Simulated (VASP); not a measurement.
# BaTiO3 in VASP: a series of runs, part 3 of 3

VASP 6.6.1. The steps go on from the part before.

**4. Electric field gradients, LDA (equal xy, yz and zx shear strains of -3 %)**

The input, INCAR:

```
SYSTEM = BaTiO3
PREC = Accurate
ENCUT = 520
EDIFF = 1E-8
ISMEAR = -1
SIGMA = 0.05
LREAL = .FALSE.
LASPH = .TRUE.
NELM = 60
ALGO = Normal
ISIF = 2
LWAVE = .FALSE.
LCHARG = .FALSE.
LEFG = .TRUE.
NBANDS = 28
```

The input, KPOINTS:

```
Automatic mesh
0
G
  8 8 8
  0 0 0
```

The input, POSCAR:

```
BaTiO3
1.0
    4.0073000000     -0.0601095000     -0.0601095000
   -0.0601095000      4.0073000000     -0.0601095000
   -0.0601095000     -0.0601095000      4.0073000000
Ba Ti O
1 1 3
Direct
    0.5000000000      0.5000000000      0.5000000000
    0.0000000000      0.0000000000      0.0000000000
    0.5000000000      0.0000000000      0.0000000000
    0.0000000000      0.5000000000      0.0000000000
    0.0000000000      0.0000000000      0.5000000000
```

Potentials or basis: VASP PAW LDA potentials, release 64 (Ba_sv, Ti_sv, O).

The run is started by

```sh
cat potpaw_LDA.64/Ba_sv/POTCAR potpaw_LDA.64/Ti_sv/POTCAR potpaw_LDA.64/O/POTCAR > POTCAR
mpirun -np 1 vasp_std > vasp.out
```

OUTCAR:

```text
SYSTEM = BaTiO3
   PREC = Accurate
   ENCUT = 520
   EDIFF = 1E-8
   ISMEAR = -1
   LREAL = .FALSE.
   LASPH = .TRUE.
   NELM = 60
   ISIF = 2

 ion  position               nearest neighbor table
   1  0.500  0.500  0.500-   3 2.79   4 2.79   5 2.79   3 2.79   4 2.79   5 2.79   5 2.88   3 2.88
                             4 2.88   5 2.88   4 2.88   3 2.88   2 3.37   2 3.37   2 3.51   2 3.51
   2  0.000  0.000  0.000-   5 2.00   5 2.00   3 2.00   4 2.00   4 2.00   3 2.00   1 3.37   1 3.37
                             1 3.51   1 3.51   1 3.51   1 3.51   1 3.51   1 3.51
   3  0.500  0.000  0.000-   2 2.00   2 2.00   1 2.79   1 2.79   1 2.88   1 2.88
   4  0.000  0.500  0.000-   2 2.00   2 2.00   1 2.79   1 2.79   1 2.88   1 2.88
   5  0.000  0.000  0.500-   2 2.00   2 2.00   1 2.79   1 2.79   1 2.88   1 2.88

  LATTYP: Found a trigonal (rhomboedric) cell.
 ALAT       =     4.0082015411
 COS(alpha) =    -0.0297616073

  Lattice vectors:

 A1 = (   4.0073000000,  -0.0601095000,  -0.0601095000)
 A2 = (  -0.0601095000,   4.0073000000,  -0.0601095000)
 A3 = (  -0.0601095000,  -0.0601095000,   4.0073000000)

Analysis of symmetry for initial positions (statically):
=====================================================================
 Subroutine PRICEL returns:
 Original cell was already a primitive cell.

 Routine SETGRP: Setting up the symmetry group for a
 trigonal (rhombohedral) supercell.

 Subroutine GETGRP returns: Found 12 space group operations
 (whereof 12 operations were pure point group operations)
 out of a pool of 12 trial point group operations.

The static configuration has the point symmetry D_3d.

Analysis of symmetry for dynamics (positions and initial velocities):
=====================================================================
 Subroutine PRICEL returns:
 Original cell was already a primitive cell.

 Routine SETGRP: Setting up the symmetry group for a
 trigonal (rhombohedral) supercell.

 Subroutine GETGRP returns: Found 12 space group operations
 (whereof 12 operations were pure point group operations)
 out of a pool of 12 trial point group operations.

The dynamic configuration has the point symmetry D_3d.

 Subroutine INISYM returns: Found 12 space group operations
 (whereof 12 operations are pure point group operations),
 and found     1 'primitive' translations

----------------------------------------------------------------------------------------

                                     Primitive cell

  volume of cell :      64.3072

  direct lattice vectors                    reciprocal lattice vectors
     4.007300000 -0.060109500 -0.060109500     0.249658638  0.003801908  0.003801908
    -0.060109500  4.007300000 -0.060109500     0.003801908  0.249658638  0.003801908
    -0.060109500 -0.060109500  4.007300000     0.003801908  0.003801908  0.249658638

  length of vectors
     4.008201541  4.008201541  4.008201541     0.249716529  0.249716529  0.249716529

  position of ions in fractional coordinates (direct lattice)
     0.500000000  0.500000000  0.500000000
     0.000000000  0.000000000  0.000000000
     0.500000000  0.000000000  0.000000000
     0.000000000  0.500000000  0.000000000
[... 97 lines left out ...]
   EFERMI_NEDOS =   21; number of points for ismear=-14 and -15
   IALGO  =     38    algorithm
   IMIX   =      4    mixing-type and parameters
     AMIX     =   0.40;   BMIX     =  1.00
     AMIX_MAG =   1.60;   BMIX_MAG =  1.00
  volume/ion in A,a.u.               =      12.86        86.79
  Fermi-wavevector in a.u.,A,eV,Ry     =   1.397467  2.640831 26.571025  1.952915
  Thomas-Fermi vector in A             =   2.520721
   LORBIT       =      0    0 simple, 1 ext, 2 COOP (PROOUT), +10 PAW based schemes
   GGA     = CA    functional components
   LHFCALC =     F    Hartree Fock is set to
   AEXX    =    0.0000 exact exchange contribution
   IVDW    =     0    specifies the selected vdW correction
   LEPSILON=     F    determine dielectric tensor
   LRPA    =     F    only Hartree local field effects (RPA)
 non-spin polarized calculation
  energy-cutoff  :      520.00
  volume of cell :       64.31
 maximum number of plane-waves:      1756
 NGX is ok and might be reduce to    30
   NGX = 15   NGY = 15   NGZ = 15

 number of electron      39.9999964 magnetization

 Free energy of the ion-electron system (eV)
  ---------------------------------------------------
  ext. energy  EPLUGINS =         0.00000000
  ---------------------------------------------------
  free energy    TOTEN  =       -44.02935857 eV

  energy without entropy =      -44.02935856  energy(sigma->0) =      -44.02935856

 E-fermi :   4.3319     XC(G=0): -11.7217

 val. band max:        3.5561694296   @ k =   0.5000   0.5000   0.5000
 cond. band min:       5.0348464283   @ k =   0.0000   0.0000   0.0000
 fundamental gap:      1.4786769987
 Fermi energy:         4.3319441534

 k-point     1 :       0.0000    0.0000    0.0000
  band No.  band energies     occupation
      1     -52.4020      2.00000
      2     -29.0396      2.00000
      3     -29.0020      2.00000
      4     -29.0020      2.00000
      5     -21.1637      2.00000
      6     -13.0726      2.00000
[... 733 lines left out ...]
     27      10.9005      0.00000
     28      12.0483      0.00000

 [... further k-points ...]
[... 5 lines left out ...]
  --------------------------------------------------------------------------------------
  -------------------------------------------------------------------------------------
  Total       -2.8790353     -2.8790353     -2.8790353      1.4995335      1.4995335      1.4995335
  in kB      -71.7295624    -71.7295624    -71.7295624     37.3600435     37.3600435     37.3600435
  external PRESSURE =     -71.7295624 kB  Pullay stress =       0.0000000 kB

 VOLUME and BASIS-vectors are now :
 -----------------------------------------------------------------------------
  energy-cutoff  :      520.00
  volume of cell :       64.31
      direct lattice vectors                 reciprocal lattice vectors
     4.007300000 -0.060109500 -0.060109500     0.249658638  0.003801908  0.003801908
    -0.060109500  4.007300000 -0.060109500     0.003801908  0.249658638  0.003801908
    -0.060109500 -0.060109500  4.007300000     0.003801908  0.003801908  0.249658638

 POSITION                                       TOTAL-FORCE (eV/Angst)
 -----------------------------------------------------------------------------------
      1.94354      1.94354      1.94354         0.000000     -0.000000      0.000000
      0.00000      0.00000      0.00000        -0.000000      0.000000     -0.000000
      2.00365     -0.03005     -0.03005        -0.000000     -0.000000     -0.000000
     -0.03005      2.00365     -0.03005         0.000000      0.000000     -0.000000
     -0.03005     -0.03005      2.00365        -0.000000      0.000000     -0.000000
 -----------------------------------------------------------------------------------
    total drift:                                0.000000     -0.000000      0.000000

  FREE ENERGIE OF THE ION-ELECTRON SYSTEM (eV)
  ---------------------------------------------------
  free  energy   TOTEN  =       -44.0293585663 eV

  energy  without entropy=      -44.0293585558  energy(sigma->0) =      -44.02935856

 Electric field gradients (V/A^2)
---------------------------------------------------------------------
 ion       V_xx      V_yy      V_zz      V_xy      V_xz      V_yz
---------------------------------------------------------------------
   1      -0.000    -0.000    -0.000   -18.720   -18.720   -18.720
   2       0.000     0.000    -0.000     5.699     5.699     5.699
   3      21.833   -10.916   -10.916    -3.866    -3.866     0.189
   4     -10.916    21.833   -10.916    -3.866     0.189    -3.866
   5     -10.916   -10.916    21.833     0.189    -3.866    -3.866
---------------------------------------------------------------------

 Electric field gradients after diagonalization (V/A^2)
 (convention: |V_zz| > |V_xx| > |V_yy|)
----------------------------------------------------------------------
 ion       V_xx      V_yy      V_zz     asymmetry (V_yy - V_xx)/ V_zz
----------------------------------------------------------------------
   1      18.720    18.720   -37.439       0.000
   2      -5.699    -5.699    11.397       0.000
   3     -11.621   -11.105    22.726       0.023
   4     -11.621   -11.105    22.726       0.023
   5     -11.621   -11.105    22.726       0.023
----------------------------------------------------------------------

           NMR quadrupolar parameters

 Cq : quadrupolar parameter    Cq=e*Q*V_zz/h
 eta: asymmetry parameters     (V_yy - V_xx)/ V_zz
 Q  : nuclear electric quadrupole moment in mb (millibarn)
----------------------------------------------------------------------
 ion       Cq(MHz)       eta       Q (mb)
----------------------------------------------------------------------
   1      -0.091       0.000       1.000
   2       0.028       0.000       1.000
   3       0.055       0.023       1.000
   4       0.055       0.023       1.000
   5       0.055       0.023       1.000
----------------------------------------------------------------------
```

OSZICAR:

```text
N       E                     dE             d eps       ncg     rms          rms(c)
DAV:   1     0.412784328491E+03    0.41278E+03   -0.20432E+04  3640   0.151E+03
DAV:   2    -0.138850856376E+02   -0.42667E+03   -0.40640E+03  4188   0.414E+02
DAV:   3    -0.528525631942E+02   -0.38967E+02   -0.38625E+02  4312   0.129E+02
DAV:   4    -0.547473959674E+02   -0.18948E+01   -0.18912E+01  5792   0.251E+01
DAV:   5    -0.547827561167E+02   -0.35360E-01   -0.35346E-01  4668   0.320E+00    0.224E+01
DAV:   6    -0.444702560799E+02    0.10313E+02   -0.57218E+01  5208   0.653E+01    0.102E+01
DAV:   7    -0.442735950420E+02    0.19666E+00   -0.10612E+01  4888   0.238E+01    0.663E+00
DAV:   8    -0.440477134939E+02    0.22588E+00   -0.73926E-01  4400   0.762E+00    0.323E+00
DAV:   9    -0.440626028025E+02   -0.14889E-01   -0.33284E-01  5236   0.449E+00    0.160E+00
DAV:  10    -0.440336267082E+02    0.28976E-01   -0.18637E-01  4216   0.447E+00    0.552E-01
DAV:  11    -0.440293937816E+02    0.42329E-02   -0.18005E-02  4984   0.916E-01    0.117E-01
DAV:  12    -0.440296491529E+02   -0.25537E-03   -0.16334E-03  4620   0.355E-01    0.146E-01
DAV:  13    -0.440293591734E+02    0.28998E-03   -0.90928E-04  4416   0.306E-01    0.202E-02
DAV:  14    -0.440293588999E+02    0.27348E-06   -0.31892E-05  4480   0.409E-02    0.799E-03
DAV:  15    -0.440293586542E+02    0.24576E-06   -0.14846E-06  4744   0.936E-03    0.218E-03
DAV:  16    -0.440293585673E+02    0.86909E-07   -0.25102E-07  5004   0.496E-03    0.394E-04
DAV:  17    -0.440293585663E+02    0.10018E-08   -0.25851E-08  3584   0.145E-03
   1 F= -.44029359E+02 E0= -.44029359E+02  d E =-.104913E-07
```

stdout:

```text
POSCAR found type information on POSCAR BaTiO
 POSCAR found :  3 types and       5 ions
 scaLAPACK will be used
 LDA part: xc-table for (Slater(with rela. corr.)+CA(PZ))
 , standard interpolation
 POSCAR, INCAR and KPOINTS ok, starting setup
 FFT: planning ... GRIDC
 FFT: planning ... GRID_SOFT
 FFT: planning ... GRID
 WAVECAR not read
 entering main loop
ion   1

ion   2

ion   3
     0.0000293     1.1120245     0.0455523     1.6868545     1.1120245    -2.9217177
     0.0000403     1.1120245     0.0455523     1.6868545     1.1120245    -2.9217177
     0.0000555     1.1120244     0.0455523     1.6868545     1.1120244    -2.9217176
     0.0000765     1.1120244     0.0455523     1.6868544     1.1120244    -2.9217175

     0.0000293     3.5136983    -0.0125121     7.3032637     3.5136983   -12.6496238
     0.0000403     3.5136977    -0.0125121     7.3032623     3.5136977   -12.6496213
     0.0000555     3.5136967    -0.0125121     7.3032599     3.5136967   -12.6496172
     0.0000765     3.5136950    -0.0125120     7.3032558     3.5136950   -12.6496102

ion   4
     0.0000293     1.1120245     1.1120245     1.6868545     0.0455523     2.9217177
     0.0000403     1.1120245     1.1120245     1.6868545     0.0455523     2.9217177
     0.0000555     1.1120244     1.1120244     1.6868545     0.0455523     2.9217176
     0.0000765     1.1120244     1.1120244     1.6868544     0.0455523     2.9217175

     0.0000293     3.5136983     3.5136983     7.3032637    -0.0125121    12.6496238
     0.0000403     3.5136977     3.5136977     7.3032623    -0.0125121    12.6496213
     0.0000555     3.5136967     3.5136967     7.3032599    -0.0125121    12.6496172
     0.0000765     3.5136950     3.5136950     7.3032558    -0.0125120    12.6496102

ion   5
```

It took 2 min on 1 thread of Intel Xeon Platinum 8259CL at 2.50GHz (Skylake/Cascade Lake), shared host; peak memory 0.23 GiB.

What came out:

```
Free energy            : -44.0294 eV
Pressure               : -7.2 GPa
Band gap on the k mesh : 1.48 eV, indirect (least direct gap 1.51 eV)
```

Electric field gradients, principal values (V/Å²):
```
atom    least   middle  greatest (by size)
1 Ba   18.720   18.720             -37.439
2 Ti   -5.699   -5.699              11.397
 3 O  -11.105  -11.621              22.726
 4 O  -11.105  -11.621              22.726
 5 O  -11.105  -11.621              22.726
```

Caveat: the cell differs from its parent crystal (equal xy, yz and zx shear strains of -3 %); without QUAD_EFG the Cq values of the log hold for a quadrupole moment of 1 mb, not for the nuclei; spin-orbit coupling is left out, which moves the levels of the heavy elements. A k mesh can miss the band edges.

**5. Electric field gradients, LDA (volume scaled by 0.96)**

The input, INCAR:

```
SYSTEM = BaTiO3
PREC     = Accurate       ! precision mode
ENCUT    = 520            ! plane-wave cutoff, eV
EDIFF    = 1E-8           ! SCF threshold, eV
ISMEAR   = -1             ! smearing method
SIGMA    = 0.05           ! smearing width, eV
LREAL    = .False.        ! projectors in reciprocal space
LASPH    = .True.         ! aspherical terms in the spheres
NELM     = 100            ! most SCF steps
ALGO     = Normal         ! electronic algorithm
ISIF     = 2              ! what is computed and relaxed
LWAVE    = .False.        ! write WAVECAR
LCHARG   = .False.        ! write CHGCAR
LEFG     = .True.       
NBANDS   = 28             ! bands
```

The input, KPOINTS:

```
regular mesh
0
Gamma
  8 8 8
  0 0 0
```

Changes to POSCAR since step 4:

```diff
@@ -2,5 +2,5 @@
 1.0
-    4.0073000000     -0.0601095000     -0.0601095000
-   -0.0601095000      4.0073000000     -0.0601095000
-   -0.0601095000     -0.0601095000      4.0073000000
+    3.9531406582      0.0000000000      0.0000000000
+    0.0000000000      3.9531406582      0.0000000000
+    0.0000000000      0.0000000000      3.9531406582
 Ba Ti O
```

Potentials or basis: VASP PAW LDA potentials, release 64 (Ba_sv, Ti_sv, O).

The run is started by

```sh
cat potpaw_LDA.64/Ba_sv/POTCAR potpaw_LDA.64/Ti_sv/POTCAR potpaw_LDA.64/O/POTCAR > POTCAR
mpirun -np 1 vasp_std > vasp.out
```

OUTCAR:

```text
SYSTEM = BaTiO3
   PREC = Accurate
   ENCUT = 520
   EDIFF = 1E-8
   ISMEAR = -1
   LREAL = .False.
   LASPH = .True.
   NELM = 100
   ISIF = 2

 ion  position               nearest neighbor table
   1  0.500  0.500  0.500-   3 2.80   4 2.80   5 2.80   3 2.80   4 2.80   3 2.80   5 2.80   3 2.80
                             4 2.80   5 2.80   4 2.80   5 2.80   2 3.42   2 3.42   2 3.42   2 3.42
   2  0.000  0.000  0.000-   3 1.98   4 1.98   5 1.98   5 1.98   4 1.98   3 1.98   1 3.42   1 3.42
                             1 3.42   1 3.42   1 3.42   1 3.42   1 3.42   1 3.42
   3  0.500  0.000  0.000-   2 1.98   2 1.98   1 2.80   1 2.80   1 2.80   1 2.80
   4  0.000  0.500  0.000-   2 1.98   2 1.98   1 2.80   1 2.80   1 2.80   1 2.80
   5  0.000  0.000  0.500-   2 1.98   2 1.98   1 2.80   1 2.80   1 2.80   1 2.80

  LATTYP: Found a simple cubic cell.
 ALAT       =     3.9531406582

  Lattice vectors:

 A1 = (   3.9531406582,   0.0000000000,   0.0000000000)
 A2 = (   0.0000000000,   3.9531406582,   0.0000000000)
 A3 = (   0.0000000000,   0.0000000000,   3.9531406582)

Analysis of symmetry for initial positions (statically):
[... 958 lines left out ...]
 -----------------------------------------------------------------------------------
    total drift:                                0.000000     -0.000000      0.000000

  FREE ENERGIE OF THE ION-ELECTRON SYSTEM (eV)
  ---------------------------------------------------
  free  energy   TOTEN  =       -44.1565560787 eV

  energy  without entropy=      -44.1565560760  energy(sigma->0) =      -44.15655608

 Electric field gradients (V/A^2)
---------------------------------------------------------------------
 ion       V_xx      V_yy      V_zz      V_xy      V_xz      V_yz
---------------------------------------------------------------------
   1       0.000     0.000    -0.000     0.000     0.000     0.000
   2       0.000     0.000    -0.000     0.000     0.000    -0.000
   3      18.116    -9.058    -9.058     0.000    -0.000    -0.000
   4      -9.058    18.116    -9.058     0.000     0.000     0.000
   5      -9.058    -9.058    18.116     0.000     0.000    -0.000
---------------------------------------------------------------------

 Electric field gradients after diagonalization (V/A^2)
 (convention: |V_zz| > |V_xx| > |V_yy|)
----------------------------------------------------------------------
 ion       V_xx      V_yy      V_zz     asymmetry (V_yy - V_xx)/ V_zz
----------------------------------------------------------------------
   1       0.000     0.000    -0.000       0.242
   2       0.000     0.000    -0.000       0.220
   3      -9.058    -9.058    18.116       0.000
   4      -9.058    -9.058    18.116       0.000
   5      -9.058    -9.058    18.116       0.000
----------------------------------------------------------------------

           NMR quadrupolar parameters

 Cq : quadrupolar parameter    Cq=e*Q*V_zz/h
 eta: asymmetry parameters     (V_yy - V_xx)/ V_zz
 Q  : nuclear electric quadrupole moment in mb (millibarn)
----------------------------------------------------------------------
 ion       Cq(MHz)       eta       Q (mb)
----------------------------------------------------------------------
   1      -0.000       0.242       1.000
   2      -0.000       0.220       1.000
   3       0.044       0.000       1.000
   4       0.044       0.000       1.000
   5       0.044       0.000       1.000
----------------------------------------------------------------------
```

stdout:

```text
POSCAR found type information on POSCAR BaTiO
 POSCAR found :  3 types and       5 ions
 scaLAPACK will be used
 LDA part: xc-table for (Slater(with rela. corr.)+CA(PZ))
 , standard interpolation
 POSCAR, INCAR and KPOINTS ok, starting setup
 FFT: planning ... GRIDC
 FFT: planning ... GRID_SOFT
 FFT: planning ... GRID
 WAVECAR not read
 entering main loop
ion   1

ion   2

ion   3

ion   4

ion   5
```

It took 56 s on 1 thread of Intel Xeon 6975P-C, shared host; peak memory 0.19 GiB.

Results:

```
Free energy            : -44.1566 eV
Pressure               : -0.3 GPa
Band gap on the k mesh : 1.73 eV, indirect (least direct gap 1.83 eV)
```

Levels at points of the mesh, in eV from the valence-band top:
| k point | band 18 | band 19 | band 20 | band 21 | band 22 | band 23 |
| --- | --- | --- | --- | --- | --- | --- |
| (0.00, 0.00, 0.00) | -0.10 | -0.10 | -0.10 | 1.73 | 1.73 | 1.73 |
| (0.50, 0.00, 0.00) | -1.90 | -0.72 | -0.72 | 1.91 | 3.65 | 3.65 |
| (0.50, 0.50, 0.00) | -0.84 | -0.84 | -0.10 | 3.66 | 3.66 | 4.08 |
| (0.50, 0.50, 0.50) | 0.00 | 0.00 | 0.00 | 4.38 | 4.38 | 4.38 |

Electric field gradients, principal values (V/Å²):
| atom | least | middle | greatest (by size) |
| --- | --- | --- | --- |
| 1 Ba | 0.000 | 0.000 | 0.000 |
| 2 Ti | 0.000 | 0.000 | 0.000 |
| 3 O | -9.058 | -9.058 | 18.116 |
| 4 O | -9.058 | -9.058 | 18.116 |
| 5 O | -9.058 | -9.058 | 18.116 |

Caveat: without QUAD_EFG the Cq values of the log hold for a quadrupole moment of 1 mb, not for the nuclei; spin-orbit coupling is left out, which moves the levels of the heavy elements. A k mesh can miss the band edges.

**6. Summary**

| cell | gap on the mesh (eV) | pressure (GPa) |
| --- | --- | --- |
| a = 4.007 Å, 5 atoms | 1.65 | -7.4 |
| a = 4.008 Å, angles 91.7°, 5 atoms | 1.48 | -7.2 |
| a = 3.953 Å, 5 atoms | 1.73 | -0.3 |

Alike in all rows: task electric field gradients; level LDA; potentials or basis VASP PAW LDA potentials, release 64 (Ba_sv, Ti_sv, O); no spin polarisation; k mesh 8 × 8 × 8; cutoff (eV) 520; smearing fermi-dirac 0.05 eV.

Caveats: spin-orbit coupling is left out, which moves the levels of the heavy elements.

Absolute energies hang on the potentials; compare differences alone.
